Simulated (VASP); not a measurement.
# V (Im-3m) in VASP: further runs

The runs below take V through single point, with PBE.

Program: VASP 6.6.1. These are calculated values, not measurements. Logs are shortened: lines on timing, memory, paths and dates and some standing lists are left out, and cuts for length are marked.

### Step 1. The cell of the first run

The structure is cubic, space group Im-3m (No. 229). The conventional cell has a = 2.991 Å, b = 2.991 Å, c = 2.991 Å, α = 90.00°, β = 90.00°, γ = 90.00°. Within 3.4 Å of V (site symmetry m-3m) lie 14 V at 2.59 to 2.99 Å.

### Step 2. Single point, PBE (13.39 Å³/atom)

The input, INCAR:

```
PREC = Accurate ; ENCUT = 520
EDIFF = 1E-7 ; ISMEAR = 0
SIGMA = 0.05 ; LREAL = False
LASPH = True ; NELM = 100
ALGO = Normal ; ISIF = 2
LWAVE = False ; LCHARG = False
GGA = PE ; NBANDS = 12
```

The input, KPOINTS:

```
Automatic mesh
0
Gamma
  20 20 20
```

The input, POSCAR:

```
V
1.0
   -1.4957415038      1.4957415038      1.4957415038
    1.4957415038     -1.4957415038      1.4957415038
    1.4957415038      1.4957415038     -1.4957415038
V
1
Direct
    0.0000000000      0.0000000000      0.0000000000
```

Potentials or basis: VASP PAW PBE potentials, release 64 (V_sv).

On the command line:

```console
> cat potpaw_PBE.64/V_sv/POTCAR > POTCAR
> mpirun -np 1 vasp_std > vasp.out
```

OUTCAR:

```text
PREC = Accurate
   ENCUT = 520
   EDIFF = 1E-7
   ISMEAR = 0
   LREAL = False
   LASPH = True
   NELM = 100
   ISIF = 2
   GGA = PE

 ion  position               nearest neighbor table
   1  0.000  0.000  0.000-

  LATTYP: Found a body centered cubic cell.
 ALAT       =     2.9914830076

  Lattice vectors:

 A1 = (  -1.4957415038,   1.4957415038,   1.4957415038)
 A2 = (   1.4957415038,  -1.4957415038,   1.4957415038)
 A3 = (   1.4957415038,   1.4957415038,  -1.4957415038)

Analysis of symmetry for initial positions (statically):
=====================================================================
 Subroutine PRICEL returns:
 Original cell was already a primitive cell.

 Routine SETGRP: Setting up the symmetry group for a
 body centered cubic supercell.

 Subroutine GETGRP returns: Found 48 space group operations
 (whereof 48 operations were pure point group operations)
 out of a pool of 48 trial point group operations.

The static configuration has the point symmetry O_h .

Analysis of symmetry for dynamics (positions and initial velocities):
=====================================================================
 Subroutine PRICEL returns:
 Original cell was already a primitive cell.

 Routine SETGRP: Setting up the symmetry group for a
 body centered cubic supercell.

 Subroutine GETGRP returns: Found 48 space group operations
 (whereof 48 operations were pure point group operations)
 out of a pool of 48 trial point group operations.

The dynamic configuration has the point symmetry O_h .

 Subroutine INISYM returns: Found 48 space group operations
 (whereof 48 operations are pure point group operations),
 and found     1 'primitive' translations

----------------------------------------------------------------------------------------

                                     Primitive cell

  volume of cell :      13.3853

  direct lattice vectors                    reciprocal lattice vectors
    -1.495741504  1.495741504  1.495741504     0.000000000  0.334282360  0.334282360
     1.495741504 -1.495741504  1.495741504     0.334282360  0.000000000  0.334282360
     1.495741504  1.495741504 -1.495741504     0.334282360  0.334282360  0.000000000

  length of vectors
     2.590700280  2.590700280  2.590700280     0.472746647  0.472746647  0.472746647

  position of ions in fractional coordinates (direct lattice)
     0.000000000  0.000000000  0.000000000

  ion indices of the primitive-cell ions
   primitive index   ion index
[... 74 lines left out ...]
   LREAL  =      F    real-space projection
   EDIFFG = 0.1E-05   stopping-criterion for IOM
   NSW    =      0    number of steps for IOM
   IBRION =     -1    ionic relax: 0-MD 1-quasi-New 2-CG
   NFREE  =      0    steps in history (QN), initial steepest desc. (CG)
   ISIF   =      2    stress and relaxation
   ISYM   =      2    0-nonsym 1-usesym 2-fastsym
   POTIM  = 0.5000    time-step for ionic-motion
   TEBEG  =    0.0;   TEEND  =   0.0 temperature during run
   PSTRESS=    0.0 pullay stress
   NELECT =      13.0000    total number of electrons
   NUPDOWN=      -1.0000    fix difference up-down
   EMIN   =  10.00;   EMAX   =-10.00  energy-range for DOS
   EFERMI =   0.00;   METHOD = LEGACY
   ISMEAR =     0;   SIGMA  =   0.05  broadening in eV -4-tet -1-fermi 0-gaus
   EFERMI_NEDOS =   21; number of points for ismear=-14 and -15
   IALGO  =     38    algorithm
   IMIX   =      4    mixing-type and parameters
     AMIX     =   0.40;   BMIX     =  1.00
     AMIX_MAG =   1.60;   BMIX_MAG =  1.00
  volume/ion in A,a.u.               =      13.39        90.33
  Fermi-wavevector in a.u.,A,eV,Ry     =   1.621235  3.063691 35.761610  2.628404
  Thomas-Fermi vector in A             =   2.715044
   LORBIT       =      0    0 simple, 1 ext, 2 COOP (PROOUT), +10 PAW based schemes
   GGA     = PE    functional components
   LHFCALC =     F    Hartree Fock is set to
   AEXX    =    0.0000 exact exchange contribution
   IVDW    =     0    specifies the selected vdW correction
   LEPSILON=     F    determine dielectric tensor
   LRPA    =     F    only Hartree local field effects (RPA)
 non-spin polarized calculation
 Gauss-broadening in eV      SIGMA  =   0.05
  energy-cutoff  :      520.00
  volume of cell :       13.39
 maximum number of plane-waves:       372
   NGX =  9   NGY =  9   NGZ =  9

 number of electron      12.9999990 magnetization

 Free energy of the ion-electron system (eV)
  ---------------------------------------------------
  ext. energy  EPLUGINS =         0.00000000
  ---------------------------------------------------
  free energy    TOTEN  =        -8.99298541 eV

  energy without entropy =       -8.99048107  energy(sigma->0) =       -8.99173324

 E-fermi :   9.7751     XC(G=0): -12.9393

 val. band max:        9.7743597760   @ k =  -0.2000   0.2500   0.1000
 cond. band min:       9.7773532441   @ k =  -0.3000   0.3000   0.1500
 fundamental gap:      0.0029934680
 Fermi energy:         9.7751267989

 k-point     1 :       0.0000    0.0000    0.0000
  band No.  band energies     occupation
      1     -53.9319      2.00000
      2     -27.2222      2.00000
      3     -27.2222      2.00000
      4     -27.2222      2.00000
      5       3.1853      2.00000
      6      10.1954      0.00000
      7      10.1954      0.00000
      8      10.1954      0.00000
      9      12.2203      0.00000
     10      12.2203      0.00000
     11      30.3222      0.00000
     12      30.3222      0.00000
[... 331 lines left out ...]
 k-point    24 :       0.2500    0.1000   -0.0000
  band No.  band energies     occupation
      1     -53.7919      2.00000
      2     -27.8404      2.00000
      3     -27.4207      2.00000
      4     -27.2575      2.00000
      5       6.2027      2.00000
      6       9.1242      2.00000
      7       9.5060      2.00000
      8      11.8417      0.00000
      9      12.5099      0.00000
     10      12.7737      0.00000
     11      24.4685      0.00000
     12      26.9426      0.00000

 [... further k-points ...]
[... 5 lines left out ...]
  --------------------------------------------------------------------------------------
  -------------------------------------------------------------------------------------
  Total        0.1017721      0.1017721      0.1017721      0.0000000     -0.0000000      0.0000000
  in kB       12.1817476     12.1817476     12.1817476      0.0000000     -0.0000000      0.0000000
  external PRESSURE =      12.1817476 kB  Pullay stress =       0.0000000 kB

 VOLUME and BASIS-vectors are now :
 -----------------------------------------------------------------------------
  energy-cutoff  :      520.00
  volume of cell :       13.39
      direct lattice vectors                 reciprocal lattice vectors
    -1.495741504  1.495741504  1.495741504     0.000000000  0.334282360  0.334282360
     1.495741504 -1.495741504  1.495741504     0.334282360  0.000000000  0.334282360
     1.495741504  1.495741504 -1.495741504     0.334282360  0.334282360  0.000000000

 POSITION                                       TOTAL-FORCE (eV/Angst)
 -----------------------------------------------------------------------------------
      0.00000      0.00000      0.00000        -0.000000     -0.000000     -0.000000
 -----------------------------------------------------------------------------------
    total drift:                                0.000000     -0.000000      0.000000

  FREE ENERGIE OF THE ION-ELECTRON SYSTEM (eV)
  ---------------------------------------------------
  free  energy   TOTEN  =        -8.9929854113 eV

  energy  without entropy=       -8.9904810713  energy(sigma->0) =       -8.99173324
```

stdout:

```text
POSCAR found type information on POSCAR V
 POSCAR found :  1 types and       1 ions
 scaLAPACK will be used
 LDA part: xc-table for (Slater+PW92), standard interpolation
 POSCAR, INCAR and KPOINTS ok, starting setup
 FFT: planning ... GRIDC
 FFT: planning ... GRID_SOFT
 FFT: planning ... GRID
 WAVECAR not read
 entering main loop
```

Wall time 56 s (1 thread of Intel Xeon 8259CL, shared host); peak memory 0.16 GiB.

What came out:

```
Free energy            : -8.9930 eV
Pressure               : 1.2 GPa
Band gap on the k mesh : zero (an odd number of electrons rules out a gap without spin polarisation)
```

### Step 3. Single point, PBE (13.46 Å³/atom)

This run uses another cell than the first one, of 13.46 Å³/atom.

The input, INCAR:

```
  PREC = Accurate
  ENCUT = 520
  EDIFF = 1E-7
  ISMEAR = 0
  SIGMA = 0.05
  LREAL = False
  LASPH = True
  NELM = 80
  ALGO = Normal
  ISIF = 2
  LWAVE = False
  LCHARG = True
  GGA = PE
  LELF = True
  LVHAR = True
  NBANDS = 12
```

The input, KPOINTS:

```
regular mesh
0
Gamma
  20 20 20
```

The input, POSCAR:

```
V
1.0
   -1.4983849078      1.4983849078      1.4983849078
    1.4983849078     -1.4983849078      1.4983849078
    1.4983849078      1.4983849078     -1.4983849078
V
1
Direct
    0.0000000000      0.0000000000      0.0000000000
```

Potentials or basis: VASP PAW PBE potentials, release 64 (V_sv).

On the command line:

```console
> cat potpaw_PBE.64/V_sv/POTCAR > POTCAR
> mpirun -np 1 vasp_std > vasp.out
```

Run time: 51 s. Hardware: 1 thread of Intel Xeon 8259CL, shared host; peak memory 0.16 GiB.

It converged, with:

| Quantity | Value |
| --- | --- |
| Free energy | -8.9933 eV |
| Pressure | 0.2 GPa |
| Band gap on the k mesh | zero (an odd number of electrons rules out a gap without spin polarisation) |

Levels at points of the mesh, in eV from the Fermi level:
```tsv
k point	band 4	band 5	band 6	band 7	band 8	band 9	band 10	band 11
(0.00, 0.00, 0.00)	-37.01	-6.58	0.42	0.42	0.42	2.43	2.43	20.51
(0.50, 0.00, 0.00)	-37.02	-3.17	-1.12	1.65	2.43	2.79	4.12	10.19
(0.50, 0.50, 0.50)	-37.63	-2.99	-2.99	3.73	3.73	3.73	10.22	10.22
```

### Step 4. Single point, PBE (13.73 Å³/atom)

This run uses another cell than the first one, of 13.73 Å³/atom.

The input, INCAR:

```
ALGO = Fast
EDIFF = 1E-7
ENCUT = 520
GGA = PE
ISIF = 2
ISMEAR = 0
LASPH = T
LCHARG = T
LELF = T
LREAL = F
LVHAR = T
LWAVE = F
NBANDS = 12
NELM = 80
PREC = Accurate
SIGMA = 0.05
```

The input, KPOINTS:

```
k-points
0
Gamma
  20 20 20
```

The input, POSCAR:

```
V
1.0
   -1.5083082759      1.5083082759      1.5083082759
    1.5083082759     -1.5083082759      1.5083082759
    1.5083082759      1.5083082759     -1.5083082759
V
1
Direct
    0.0000000000      0.0000000000      0.0000000000
```

On the command line:

```console
> cat potpaw_PBE.64/V_sv/POTCAR > POTCAR
> mpirun -np 1 vasp_std > vasp.out
```

Wall time 63 s (1 thread of Intel Xeon 8259CL, shared host); peak memory 0.15 GiB.

It converged, with:

```
Free energy            : -8.9908 eV
Pressure               : -3.3 GPa
Band gap on the k mesh : zero (an odd number of electrons rules out a gap without spin polarisation)
```

Levels at points of the mesh, in eV from the Fermi level:
| k point | band 3 | band 4 | band 5 | band 6 | band 7 | band 8 | band 9 | band 10 | band 11 | band 12 |
| --- | --- | --- | --- | --- | --- | --- | --- | --- | --- | --- |
| (0.00, 0.00, 0.00) | -37.07 | -37.07 | -6.54 | 0.41 | 0.41 | 0.41 | 2.38 | 2.38 | 20.35 | 20.35 |
| (0.50, 0.00, 0.00) | -37.33 | -37.07 | -3.10 | -1.09 | 1.58 | 2.37 | 2.72 | 4.02 | 9.94 | 15.76 |
| (0.50, 0.50, 0.50) | -37.65 | -37.65 | -2.90 | -2.90 | 3.64 | 3.64 | 3.64 | 10.04 | 10.04 | 10.04 |

Caveat: the cell stands under tension.

### Step 5. Single point, PBE

This run uses another cell than the first one, of 13.89 Å³/atom.

The input, INCAR:

```
  PREC = Accurate
  ENCUT = 520
  EDIFF = 1E-6
  ISMEAR = 0
  SIGMA = 0.05
  LREAL = F
  LASPH = T
  NELM = 60
  ALGO = Normal
  ISIF = 2
  LWAVE = F
  LCHARG = F
  GGA = PE
  NBANDS = 12
```

The input, KPOINTS:

```
regular mesh
0
Gamma
  20 20 20
```

The input, POSCAR:

```
V
1.0
   -1.5143500000      1.5143500000      1.5143500000
    1.5143500000     -1.5143500000      1.5143500000
    1.5143500000      1.5143500000     -1.5143500000
V
1
Direct
    0.0000000000      0.0000000000      0.0000000000
```

On the command line:

```console
> cat potpaw_PBE.64/V_sv/POTCAR > POTCAR
> mpirun -np 1 vasp_std > vasp.out
```

It took 49 s on 1 thread of Intel Xeon 8259CL, shared host; peak memory 0.15 GiB.

It converged, with:

- Free energy: -8.9865 eV
- Pressure: -5.3 GPa
- Band gap on the k mesh: zero (an odd number of electrons rules out a gap without spin polarisation)

Levels at points of the mesh, in eV from the Fermi level:
| k point | band 5 | band 6 | band 7 | band 8 | band 9 | band 10 |
| --- | --- | --- | --- | --- | --- | --- |
| (0.00, 0.00, 0.00) | -6.51 | 0.41 | 0.41 | 0.41 | 2.34 | 2.34 |
| (0.50, 0.00, 0.00) | -3.06 | -1.06 | 1.54 | 2.34 | 2.68 | 3.95 |
| (0.50, 0.50, 0.50) | -2.85 | -2.85 | 3.58 | 3.58 | 3.58 | 9.93 |

Caveat: the cell stands under tension.

### Step 6. Single point, PBE (13.99 Å³/atom)

This run uses another cell than the first one, of 13.99 Å³/atom.

The input, INCAR:

```
SYSTEM = V
ALGO = Normal
EDIFF = 1E-6
ENCUT = 520
GGA = PE
ISIF = 2
ISMEAR = 0
LASPH = .True.
LCHARG = .False.
LREAL = .False.
LWAVE = .False.
NBANDS = 12
NELM = 100
PREC = Accurate
SIGMA = 0.05
```

The input, KPOINTS:

```
k-points
0
Gamma
  20 20 20
  0 0 0
```

The input, POSCAR:

```
V
1.0
   -1.5181027599      1.5181027599      1.5181027599
    1.5181027599     -1.5181027599      1.5181027599
    1.5181027599      1.5181027599     -1.5181027599
V
1
Direct
    0.0000000000      0.0000000000      0.0000000000
```

Potentials or basis: VASP PAW PBE potentials, release 64 (V_sv).

On the command line:

```console
> cat potpaw_PBE.64/V_sv/POTCAR > POTCAR
> mpirun -np 1 vasp_std > vasp.out
```

It took 49 s on 1 thread of Intel Xeon 8259CL, shared host; peak memory 0.15 GiB.

It converged, with:

```yaml
Free_energy: -8.9827 eV
Pressure: -6.4 GPa
Band_gap_on_the_k_mesh: zero (an odd number of electrons rules out a gap without spin polarisation)
```

Levels at points of the mesh, in eV from the Fermi level:
```csv
k point,band 4,band 5,band 6,band 7,band 8,band 9,band 10,band 11
"(0.00, 0.00, 0.00)",-37.12,-6.49,0.41,0.41,0.41,2.32,2.32,20.19
"(0.50, 0.00, 0.00)",-37.13,-3.04,-1.05,1.52,2.31,2.66,3.91,9.71
"(0.50, 0.50, 0.50)",-37.67,-2.82,-2.81,3.54,3.54,3.54,9.86,9.86
```

Caveat: the cell stands under tension.

### Step 7. The runs side by side

| cell | gap on the mesh (eV) | pressure (GPa) |
| --- | --- | --- |
| a = 2.591 Å, angles 109.5°, 1 atom | none | 1.2 |
| a = 2.595 Å, angles 109.5°, 1 atom | none | 0.2 |
| a = 2.612 Å, angles 109.5°, 1 atom | none | -3.3 |
| a = 2.623 Å, angles 109.5°, 1 atom | none | -5.3 |
| a = 2.629 Å, angles 109.5°, 1 atom | none | -6.4 |

Alike in all rows: task single point; level PBE; potentials or basis VASP PAW PBE potentials, release 64 (V_sv); no spin polarisation; k mesh 20 × 20 × 20; cutoff (eV) 520; smearing gaussian 0.05 eV.

Caveats: the cell stands under tension (at least some runs).

Absolute energies hang on the potentials; compare differences alone.
